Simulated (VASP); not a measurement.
## W: single point with r2SCAN

W:

```
W
1.0
     2.82827    0.00000    0.00000
     0.00000    4.89608    0.00000
     0.00000    0.00000    4.95630
W
4
Direct
  0.79317 0.93684 0.75000
  0.20683 0.43684 0.75000
  0.20683 0.06316 0.25000
  0.79317 0.56316 0.25000
```

```
Program                : VASP 6.6.1
Task                   : single point
Functional             : r2SCAN
Potentials or basis    : VASP PAW PBE potentials, release 64 (W_sv)
Cutoff                 : 520 eV
k mesh                 : 9 × 6 × 6
Occupations            : fermi-dirac, width 0.05 eV
Spin                   : no spin polarisation
Dipole correction      : no
Further INCAR settings : ALGO = Normal; EDIFF = 1e-07; NBANDS = 36
```

| Property | Result |
| --- | --- |
| Pressure | -11.2 GPa |
| Largest force | 0.189 eV/Å |
| Band gap on the k mesh | zero (bands 28 and 29 overlap by 1.17 eV) |

Forces on the atoms (eV/Å):
```
W    0.123  0.143  0.000
W   -0.123  0.143  0.000
W   -0.123 -0.143  0.000
W    0.123 -0.143  0.000
```

Stress tensor (GPa, compression positive):
```
-11.67   0.00   0.00
  0.00 -12.36   0.00
  0.00   0.00  -9.44
```

Levels at points of the mesh, in eV from the Fermi level:
| k point | band 24 | band 25 | band 26 | band 27 | band 28 | band 29 | band 30 | band 31 | band 32 | band 33 |
| --- | --- | --- | --- | --- | --- | --- | --- | --- | --- | --- |
| (0.00, 0.00, 0.00) | -0.63 | -0.54 | -0.53 | -0.41 | -0.34 | -0.30 | -0.16 | 0.59 | 1.65 | 2.62 |
| (0.00, 0.50, 0.00) | -2.15 | -1.54 | -1.54 | 0.23 | 0.23 | 0.40 | 0.40 | 0.96 | 0.96 | 2.06 |
| (0.00, 0.00, 0.50) | -2.31 | -0.83 | -0.83 | -0.11 | -0.11 | 0.54 | 0.54 | 1.87 | 1.87 | 3.28 |
| (0.00, 0.50, 0.50) | -2.91 | -1.32 | -1.32 | -1.32 | -1.32 | 1.74 | 1.74 | 1.74 | 1.74 | 2.79 |

Run time: 17 min on 1 thread of Oxide Virtual Turin-like Processor, with other jobs on the host, peak memory 0.25 GiB.

Caveat: the cell stands under tension; the PAW data sets were made with another functional, which shifts forces and pressure a little; spin-orbit coupling is left out, which moves the levels of the heavy elements.
